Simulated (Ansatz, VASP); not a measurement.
**NiO in VASP and in Ansatz**

Contents of POSCAR:

```
NiO
1.0
    2.0942984958      2.0942984958      0.0000000000
   -2.0942984958      2.0942984958      0.0000000000
    0.0000000000      0.0000000000      4.2723689314
Ni O
2 2
Direct
    0.0000000000      0.0000000000      0.0000000000
    0.5000000000      0.5000000000      0.5000000000
    0.5000000000      0.5000000000      0.0000000000
    0.0000000000      0.0000000000      0.5000000000
```

INCAR.step1

```
  PREC = Accurate
  ENCUT = 520
  ISMEAR = 0
  SIGMA = 0.02
  LREAL = F
  LASPH = T
  NELM = 150
  ISPIN = 2
  MAGMOM = 1.84 1.84 0.31 0.31
  LMAXMIX = 4
  NBANDS = 28
  GGA = PE
  ALGO = Normal
  EDIFF = 1E-4
  LWAVE = T
  LCHARG = F
```

INCAR.step2

```
  PREC = Accurate
  ENCUT = 520
  EDIFF = 1E-6
  ISMEAR = 0
  SIGMA = 0.02
  LREAL = F
  LASPH = T
  NELM = 150
  ALGO = Normal
  ISIF = 2
  LWAVE = F
  LCHARG = T
  ISPIN = 2
  MAGMOM = 1.84 1.84 0.31 0.31
  LORBIT = 11
  LMAXMIX = 4
  METAGGA = R2SCAN
  LMIXTAU = T
  LELF = T
  LVHAR = T
  NBANDS = 28
  ISTART = 1
```

The input KPOINTS:

```
regular mesh
0
Gamma
  10 10 8
```

Input for Ansatz:

```yaml
crystal:
  lattice:
    - [2.0942984958, 2.0942984958, 0.0]
    - [-2.0942984958, 2.0942984958, 0.0]
    - [0.0, 0.0, 4.2723689314]
  atoms:
    - { symbol: Ni, position: [0.0, 0.0, 0.0], spin: 1.84 }
    - { symbol: Ni, position: [0.5, 0.5, 0.5], spin: 1.84 }
    - { symbol: O, position: [0.5, 0.5, 0.0], spin: 0.31 }
    - { symbol: O, position: [0.0, 0.0, 0.5], spin: 0.31 }
basis:
  ecutwfc: 500
kpoints:
  mp_grid: { grid: [10, 10, 8] }
hamiltonian:
  xc: r2scan
scf:
  occupations: { method: gaussian, width: 0.02 }
output:
  forces: true
  stress: true
  eigenvalues: true
  populations: true
magnetization:
  spin_polarized: true
```

Change from the starting cell: strain along c alone, the other axes held, atoms relaxed: +2.0 %.

Alike in both runs: task single point; functional r2SCAN; k mesh 10 × 10 × 8; occupations gaussian, width 0.02 eV; collinear spin.

|  | VASP | Ansatz |
| --- | --- | --- |
| version | VASP 6.6.1 | Ansatz 0.2.0 |
| potentials or method | VASP PAW PBE potentials, release 64 (Ni, O), cutoff 520 eV | scalar-relativistic, plane waves, PAW |
| valence electrons in the cell | 32 | 48 |

|  | VASP | Ansatz | Ansatz less VASP |
| --- | --- | --- | --- |
| gap on the k mesh at the Fermi level (eV) | 0.68 | 0.77 | +0.088 |
| least direct gap on the mesh (eV) | 1.50 | 1.58 | +0.083 |
| pressure (GPa) | -4.0 | -3.9 | +0.08 |
| traceless stress, the component that is largest in VASP (GPa) | -3.05 | -2.89 | +0.152 |
| net moment per atom (μB) | 1.00 | 1.00 | 0.000 |
| size of the moment on the site where the two differ most (μB) | 1.70 | 1.67 | -0.024 |

VASP's potentials were made for PBE, not for r2SCAN. Site moments also hang on the region over which each program counts them. VASP's potentials hold 32 valence electrons a cell and Ansatz's 48, so a difference there can come from the potentials and not from the codes. Ansatz's warnings: stability check not made.
